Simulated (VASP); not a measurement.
The system is Pb.

```
CELL_PARAMETERS angstrom
0.00000 2.35847 2.35847
2.35847 0.00000 2.35847
2.35847 2.35847 0.00000
ATOMIC_POSITIONS crystal
Pb 0.00000 0.00000 0.00000
```

```yaml
Program: VASP 6.6.1
Task: relaxation of cell and atoms
Functional: PBE
Potentials_or_basis: VASP PAW PBE potentials, release 64 (Pb_d)
Cutoff: 600 eV
k_mesh: 13 × 13 × 13
Occupations: fermi-dirac, width 0.05 eV
Spin: no spin polarisation
```

At the start: pressure 12.7 GPa; volume 26.24 Å³/atom.

Problem. How do energy, volume and symmetry change on relaxing?

Solution. Over 9 steps the energy falls by 185.6 meV/atom and the volume is 31.98 Å³/atom (+21.9 %); space group Fm-3m (No. 225, to 0.05 Å).

Step by step:
| step | energy change (eV) | largest force (eV/Å) | pressure (GPa) | volume (Å³) |
| --- | --- | --- | --- | --- |
| 1 | 0.0000 | 0.0000 | 12.65 | 26.24 |
| 2 | -0.1583 | 0.0000 | -2.73 | 34.92 |
| 3 | -0.1856 | 0.0000 | 0.12 | 31.89 |
| 4 | -0.1856 | 0.0000 | -0.03 | 32.01 |
| 5 | -0.1856 | 0.0000 | -0.05 | 31.98 |
| 6 | -0.1856 | 0.0000 | 0.10 | 31.90 |
| 7 | -0.1856 | 0.0000 | 0.03 | 31.96 |
| 8 | -0.1856 | 0.0000 | 0.03 | 31.97 |
| 9 | -0.1856 | 0.0000 | 0.02 | 31.98 |

Final structure:
```
CELL_PARAMETERS angstrom
0.00000 2.51923 2.51923
2.51923 0.00000 2.51923
2.51923 2.51923 0.00000
ATOMIC_POSITIONS crystal
Pb 0.00000 0.00000 0.00000
```

Caveat: the volume moved by over 15 % at a fixed basis, so the end points are rough.
